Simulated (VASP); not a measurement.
# Si (Fd-3m) in VASP: notebook

Si is run at these levels: PBEsol; tasks: single point, relaxation of cell and atoms.

Program: VASP 6.6.1. These are calculated values, not measurements. Logs are shortened: lines on timing, memory, paths and dates and some standing lists are left out, and cuts for length are marked.

## 1. The cell of the first run

Symmetry: Fd-3m, No. 227, cubic system. The conventional cell has a = 5.433 Å, b = 5.433 Å, c = 5.433 Å, α = 90.00°, β = 90.00°, γ = 90.00°. Si (site symmetry -43m) has 4 Si at 2.35 Å within 3.1 Å.

## 2. Single point, PBEsol

INCAR

```
SYSTEM = Si
  ALGO = Normal
  EDIFF = 1E-6
  ENCUT = 500
  GGA = PS
  GGA_COMPAT = .FALSE.
  ISIF = 2
  ISMEAR = 0
  LASPH = .TRUE.
  LCHARG = .FALSE.
  LREAL = .FALSE.
  LWAVE = .FALSE.
  NBANDS = 11
  NELM = 120
  PREC = Accurate
  SIGMA = 0.01
```

KPOINTS

```
k-points
0
G
  10 10 10
  0 0 0
```

POSCAR

```
Si
1.0
    0.0000000000      2.7167315409      2.7167315409
    2.7167315409      0.0000000000      2.7167315409
    2.7167315409      2.7167315409      0.0000000000
Si
2
Direct
    0.0000000000      0.0000000000      0.0000000000
    0.2500000000      0.2500000000      0.2500000000
```

Potentials or basis: VASP PAW PBE potentials, release 64 (Si).

Command:

```
$ cat potpaw_PBE.64/Si/POTCAR > POTCAR
$ mpirun -np 1 vasp_std > vasp.out
```

OUTCAR:

```text
SYSTEM = Si
   EDIFF = 1E-6
   ENCUT = 500
   GGA = PS
   ISIF = 2
   ISMEAR = 0
   LASPH = .TRUE.
   LREAL = .FALSE.
   NELM = 120
   PREC = Accurate

 ion  position               nearest neighbor table
   1  0.000  0.000  0.000-   2 2.35   2 2.35   2 2.35   2 2.35
   2  0.250  0.250  0.250-   1 2.35   1 2.35   1 2.35   1 2.35

  LATTYP: Found a face centered cubic cell.
 ALAT       =     5.4334630818

  Lattice vectors:

 A1 = (   0.0000000000,   2.7167315409,   2.7167315409)
 A2 = (   2.7167315409,   0.0000000000,   2.7167315409)
 A3 = (   2.7167315409,   2.7167315409,   0.0000000000)

Analysis of symmetry for initial positions (statically):
=====================================================================
 Subroutine PRICEL returns:
 Original cell was already a primitive cell.

 Routine SETGRP: Setting up the symmetry group for a
 face centered cubic supercell.

 Subroutine GETGRP returns: Found 48 space group operations
 (whereof 24 operations were pure point group operations)
 out of a pool of 48 trial point group operations.

The static configuration has the point symmetry T_d .
 The point group associated with its full space group is O_h .

Analysis of symmetry for dynamics (positions and initial velocities):
=====================================================================
 Subroutine PRICEL returns:
 Original cell was already a primitive cell.

 Routine SETGRP: Setting up the symmetry group for a
 face centered cubic supercell.

 Subroutine GETGRP returns: Found 48 space group operations
 (whereof 24 operations were pure point group operations)
 out of a pool of 48 trial point group operations.

The dynamic configuration has the point symmetry T_d .
 The point group associated with its full space group is O_h .

 Subroutine INISYM returns: Found 48 space group operations
 (whereof 24 operations are pure point group operations),
 and found     1 'primitive' translations

----------------------------------------------------------------------------------------

                                     Primitive cell

  volume of cell :      40.1024

  direct lattice vectors                    reciprocal lattice vectors
     0.000000000  2.716731541  2.716731541    -0.184044685  0.184044685  0.184044685
     2.716731541  0.000000000  2.716731541     0.184044685 -0.184044685  0.184044685
     2.716731541  2.716731541  0.000000000     0.184044685  0.184044685 -0.184044685

  length of vectors
     3.842038590  3.842038590  3.842038590     0.318774745  0.318774745  0.318774745

  position of ions in fractional coordinates (direct lattice)
     0.000000000  0.000000000  0.000000000
     0.250000000  0.250000000  0.250000000

  ion indices of the primitive-cell ions
   primitive index   ion index
                 1           1
                 2           2

----------------------------------------------------------------------------------------

 KPOINTS: k-points

Automatic generation of k-mesh.
 Grid dimensions read from file:
 generate k-points for:   10   10   10

 Generating k-lattice:

  Cartesian coordinates                     Fractional coordinates (reciprocal lattice)
    -0.018404468  0.018404468  0.018404468     0.100000000  0.000000000  0.000000000
     0.018404468 -0.018404468  0.018404468     0.000000000  0.100000000  0.000000000
     0.018404468  0.018404468 -0.018404468     0.000000000  0.000000000  0.100000000

  Length of vectors
     0.031877474  0.031877474  0.031877474

  Shift w.r.t. Gamma in fractional coordinates (k-lattice)
     0.000000000  0.000000000  0.000000000

 Subroutine IBZKPT returns following result:
 ===========================================

 Found     47 irreducible k-points:

 Following reciprocal coordinates:
            Coordinates               Weight
  0.000000  0.000000  0.000000      1.000000
  0.100000  0.000000  0.000000      8.000000
  0.200000  0.000000  0.000000      8.000000
  0.300000  0.000000  0.000000      8.000000
  0.400000  0.000000  0.000000      8.000000
  0.500000  0.000000  0.000000      4.000000
[... 16 lines left out ...]
  0.300000  0.300000  0.000000      6.000000
  0.400000  0.300000  0.000000     24.000000
 [... further k-points ...]
   k-points           NKPTS =     47   k-points in BZ     NKDIM =     47   number of bands    NBANDS=     11
   number of dos      NEDOS =    301   number of ions     NIONS =      2
   total plane-waves  NPLWV =  21952
   dimension x,y,z NGX =    28 NGY =   28 NGZ =   28
   dimension x,y,z NGXF=    56 NGYF=   56 NGZF=   56
   ions per type =               2
   NGX,Y,Z   is equivalent  to a cutoff of  12.12, 12.12, 12.12 a.u.
   NGXF,Y,Z  is equivalent  to a cutoff of  24.23, 24.23, 24.23 a.u.
 SYSTEM =  Si
   PREC   = accura    normal or accurate (medium, high low for compatibility)
   ISTART =      0    job   : 0-new  1-cont  2-samecut
   ICHARG =      2    charge: 1-file 2-atom 10-const
   ISPIN  =      1    spin polarized calculation?
   LNONCOLLINEAR =      F non collinear calculations
   LSORBIT =      F    spin-orbit coupling
   LASPH  =      T    aspherical Exc in radial PAW
   ENCUT  =  500.0 eV  36.75 Ry    6.06 a.u.   7.00  7.00  7.00*2*pi/ulx,y,z
   NELM   =    120;   NELMIN=  2; NELMDL= -5     # of ELM steps
   EDIFF  = 0.1E-05   stopping-criterion for ELM
   LREAL  =      F    real-space projection
   EDIFFG = 0.1E-04   stopping-criterion for IOM
   NSW    =      0    number of steps for IOM
   IBRION =     -1    ionic relax: 0-MD 1-quasi-New 2-CG
   NFREE  =      0    steps in history (QN), initial steepest desc. (CG)
   ISIF   =      2    stress and relaxation
   ISYM   =      2    0-nonsym 1-usesym 2-fastsym
   POTIM  = 0.5000    time-step for ionic-motion
   TEBEG  =    0.0;   TEEND  =   0.0 temperature during run
   PSTRESS=    0.0 pullay stress
   NELECT =       8.0000    total number of electrons
   NUPDOWN=      -1.0000    fix difference up-down
   EMIN   =  10.00;   EMAX   =-10.00  energy-range for DOS
   EFERMI =   0.00;   METHOD = LEGACY
   ISMEAR =     0;   SIGMA  =   0.01  broadening in eV -4-tet -1-fermi 0-gaus
   EFERMI_NEDOS =   21; number of points for ismear=-14 and -15
   IALGO  =     38    algorithm
   IMIX   =      4    mixing-type and parameters
     AMIX     =   0.40;   BMIX     =  1.00
     AMIX_MAG =   1.60;   BMIX_MAG =  1.00
  volume/ion in A,a.u.               =      20.05       135.31
  Fermi-wavevector in a.u.,A,eV,Ry     =   0.956566  1.807647 12.449573  0.915018
  Thomas-Fermi vector in A             =   2.085505
   LORBIT       =      0    0 simple, 1 ext, 2 COOP (PROOUT), +10 PAW based schemes
   GGA     = PS    functional components
   LHFCALC =     F    Hartree Fock is set to
   AEXX    =    0.0000 exact exchange contribution
   IVDW    =     0    specifies the selected vdW correction
   LEPSILON=     F    determine dielectric tensor
   LRPA    =     F    only Hartree local field effects (RPA)
 non-spin polarized calculation
 Gauss-broadening in eV      SIGMA  =   0.01
  energy-cutoff  :      500.00
  volume of cell :       40.10
 maximum number of plane-waves:      1034
   NGX = 13   NGY = 13   NGZ = 13

 number of electron       8.0000001 magnetization

 Free energy of the ion-electron system (eV)
  ---------------------------------------------------
  ext. energy  EPLUGINS =         0.00000000
  ---------------------------------------------------
  free energy    TOTEN  =       -11.49263385 eV

  energy without entropy =      -11.49263385  energy(sigma->0) =      -11.49263385

 E-fermi :   5.8485     XC(G=0):  -9.5478

 val. band max:        5.7746413485   @ k =   0.0000   0.0000   0.0000
 cond. band min:       6.2437907957   @ k =   0.4000   0.4000   0.0000
 fundamental gap:      0.4691494472
 Fermi energy:         5.8485445492

 k-point     1 :       0.0000    0.0000    0.0000
  band No.  band energies     occupation
      1      -6.2052      2.00000
      2       5.7746      2.00000
      3       5.7746      2.00000
      4       5.7746      2.00000
      5       8.2913      0.00000
      6       8.2913      0.00000
      7       8.2913      0.00000
      8       9.0814      0.00000
      9      13.4622      0.00000
     10      13.4622      0.00000
     11      13.4788      0.00000

 k-point     2 :       0.1000    0.0000    0.0000
  band No.  band energies     occupation
      1      -6.0740      2.00000
      2       4.6181      2.00000
      3       5.5738      2.00000
      4       5.5738      2.00000
      5       8.2918      0.00000
      6       8.5860      0.00000
      7       8.5860      0.00000
      8      10.0094      0.00000
      9      13.0884      0.00000
     10      13.0884      0.00000
     11      14.0305      0.00000

 k-point     3 :       0.2000    0.0000    0.0000
  band No.  band energies     occupation
      1      -5.6864      2.00000
      2       2.7468      2.00000
      3       5.1907      2.00000
      4       5.1907      2.00000
      5       7.9256      0.00000
      6       9.0934      0.00000
      7       9.0934      0.00000
      8      11.7582      0.00000
      9      12.7602      0.00000
     10      12.7602      0.00000
     11      14.7052      0.00000
[... 267 lines left out ...]
 k-point    23 :       0.3000    0.3000    0.0000
  band No.  band energies     occupation
      1      -4.6519      2.00000
      2       1.3568      2.00000
      3       3.5284      2.00000
      4       3.5284      2.00000
      5       6.5348      0.00000
      6       8.0737      0.00000
      7      12.3860      0.00000
      8      12.3860      0.00000
      9      14.8364      0.00000
     10      15.2001      0.00000
     11      18.0422      0.00000

 k-point    24 :       0.4000    0.3000    0.0000
  band No.  band energies     occupation
      1      -4.0370      2.00000
      2       0.3499      2.00000
      3       2.8884      2.00000
      4       3.3233      2.00000
      5       6.7223      0.00000
      6       7.9097      0.00000
      7      12.6791      0.00000
      8      12.7986      0.00000
      9      16.2103      0.00000
     10      16.4779      0.00000
     11      17.8088      0.00000

 [... further k-points ...]

------------------------ aborting loop because EDIFF is reached ----------------------------------------

  FORCE on cell =-STRESS in cart. coord.  units (eV):
  Direction    XX          YY          ZZ          XY          YZ          ZX
  --------------------------------------------------------------------------------------
  -------------------------------------------------------------------------------------
  Total        0.0297666      0.0297666      0.0297666     -0.0000000      0.0000000     -0.0000000
  in kB        1.1892397      1.1892397      1.1892397     -0.0000000      0.0000000     -0.0000000
  external PRESSURE =       1.1892397 kB  Pullay stress =       0.0000000 kB

 VOLUME and BASIS-vectors are now :
 -----------------------------------------------------------------------------
  energy-cutoff  :      500.00
  volume of cell :       40.10
      direct lattice vectors                 reciprocal lattice vectors
     0.000000000  2.716731541  2.716731541    -0.184044685  0.184044685  0.184044685
     2.716731541  0.000000000  2.716731541     0.184044685 -0.184044685  0.184044685
     2.716731541  2.716731541  0.000000000     0.184044685  0.184044685 -0.184044685

 POSITION                                       TOTAL-FORCE (eV/Angst)
 -----------------------------------------------------------------------------------
      0.00000      0.00000      0.00000         0.000000      0.000000      0.000000
      1.35837      1.35837      1.35837        -0.000000     -0.000000     -0.000000
 -----------------------------------------------------------------------------------
    total drift:                                0.000000      0.000000     -0.000000

  FREE ENERGIE OF THE ION-ELECTRON SYSTEM (eV)
  ---------------------------------------------------
  free  energy   TOTEN  =       -11.4926338468 eV

  energy  without entropy=      -11.4926338468  energy(sigma->0) =      -11.49263385
```

It took 6.4 s on 1 thread of Intel Xeon 6975P-C (Granite Rapids), shared host; peak memory 0.15 GiB.

What came out:

```
Free energy            : -11.4926 eV
Pressure               : 0.1 GPa
Band gap on the k mesh : 0.47 eV, indirect (least direct gap 2.52 eV)
```

Caveat: the PAW data sets were made with another functional, which shifts forces and pressure a little.

[end of part 1 of 2]
